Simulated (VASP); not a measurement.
Wanted: the native input for a VASP 6.6.1 run.

| Quantity | Value |
| --- | --- |
| Task | single point |
| Functional | PBE |
| Potentials or basis | VASP PAW PBE potentials, release 64 (Al, Ge_d, Ru_pv) |
| Cutoff | 520 eV |
| k mesh | 12 × 12 × 8 |
| Occupations | gaussian, width 0.1 eV |
| Spin | no spin polarisation |
| Dipole correction | no |
| Further INCAR settings | ALGO = Fast; EDIFF = 1e-07; NBANDS = 29 |

The structure of Al4GeRu lies in POSCAR:

```
Al4GeRu
1.0
    4.5882254802      0.0000000000      0.0000000000
   -2.2941127401      3.9735198242      0.0000000000
    0.0000000000      0.0000000000      5.2325960621
Al Ge Ru
4 1 1
Direct
    0.3333333333      0.6666666667      0.2538685844
    0.3333333333      0.6666666667      0.7461314156
    0.6666666667      0.3333333333      0.7461314156
    0.6666666667      0.3333333333      0.2538685844
    0.0000000000      0.0000000000      0.0000000000
    0.0000000000      0.0000000000      0.5000000000
```

The cell was generated, and may not be a known phase.

The input as run:

INCAR

```
SYSTEM = Al4GeRu
PREC     = Accurate       ! precision mode
ENCUT    = 520            ! plane-wave cutoff, eV
EDIFF    = 1E-7           ! SCF threshold, eV
ISMEAR   = 0              ! smearing method
SIGMA    = 0.1            ! smearing width, eV
LREAL    = .False.        ! projectors in reciprocal space
LASPH    = .True.         ! aspherical terms in the spheres
NELM     = 100            ! most SCF steps
ALGO     = Fast           ! electronic algorithm
ISIF     = 2              ! what is computed and relaxed
LWAVE    = .False.        ! write WAVECAR
LCHARG   = .False.        ! write CHGCAR
GGA      = PE             ! functional
NBANDS   = 29             ! bands
```

KPOINTS

```
Automatic mesh
0
Gamma
  12 12 8
  0 0 0
```

Potentials or basis: VASP PAW PBE potentials, release 64 (Al, Ge_d, Ru_pv).

Launch:

```sh
$ cat potpaw_PBE.64/Al/POTCAR potpaw_PBE.64/Ge_d/POTCAR potpaw_PBE.64/Ru_pv/POTCAR > POTCAR
$ mpirun -np 1 vasp_std > vasp.out
```

Results of the run:

```json
{
 "Pressure": "0.0 GPa",
 "Band gap on the k mesh": "zero (bands 20 and 21 overlap by 1.41 eV)"
}
```

It took 7.9 min on 1 thread of Intel Xeon 8259CL, on a shared host, peak memory 0.41 GiB.
